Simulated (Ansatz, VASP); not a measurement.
**One calculation of LiCl, two programs**

File INCAR:

```
  PREC = Accurate
  ENCUT = 520
  EDIFF = 1E-7
  ISMEAR = -1
  SIGMA = 0.05
  LREAL = False
  LASPH = True
  NELM = 60
  ALGO = Normal
  ISIF = 2
  LWAVE = False
  LCHARG = False
  GGA = PS
  NBANDS = 12
```

Contents of KPOINTS:

```
Automatic mesh
0
Gamma
  9 9 9
```

Contents of POSCAR:

```
LiCl
1.0
    0.0000000000      2.6150723786      2.6150723786
    2.6150723786      0.0000000000      2.6150723786
    2.6150723786      2.6150723786      0.0000000000
Cl Li
1 1
Direct
    0.5000000000      0.5000000000      0.5000000000
    0.0000000000      0.0000000000      0.0000000000
```

Contents of input.yaml:

```yaml
crystal:
  lattice:
    - [0.0, 2.6150723786, 2.6150723786]
    - [2.6150723786, 0.0, 2.6150723786]
    - [2.6150723786, 2.6150723786, 0.0]
  atoms:
    - { symbol: Cl, position: [0.5, 0.5, 0.5] }
    - { symbol: Li, position: [0.0, 0.0, 0.0] }
hamiltonian:
  xc: pbesol
  pseudopotentials: { kind: paw }
kpoints:
  mp_grid: { grid: [9, 9, 9] }
scf:
  occupations: { method: fermi_dirac, width: 0.05 }
output:
  forces: true
  stress: true
  eigenvalues: true
```

Alike in both runs: task single point; functional PBEsol; k mesh 9 × 9 × 9; occupations fermi-dirac, width 0.05 eV; no spin polarisation.

|  | VASP | Ansatz |
| --- | --- | --- |
| version | VASP 6.6.1 | Ansatz 0.2.0 |
| potentials or method | VASP PAW PBE potentials, release 64 (Cl, Li_sv) | Ansatz PAW |
| plane-wave cutoff (eV) | 520 | 420 |
| valence electrons in the cell | 10 | 10 |

VASP gave:

```
gap on the k mesh at the Fermi level (eV) : 5.82
least direct gap on the mesh (eV)         : 5.82
```

**Question.** Which values does Ansatz return?

**Answer.** gap on the k mesh at the Fermi level (eV): 5.81; least direct gap on the mesh (eV): 5.81.

VASP's potentials were made for PBE, not for PBEsol. With one functional, cell and mesh, what is left measures potentials, basis and numerics.

Noted on VASP's run: the cutoff is short for stress, so the pressure is rough. Noted on Ansatz's run: odd divisions of the mesh miss points on the zone boundary, where band edges often lie, so the gap on the mesh can be too wide.
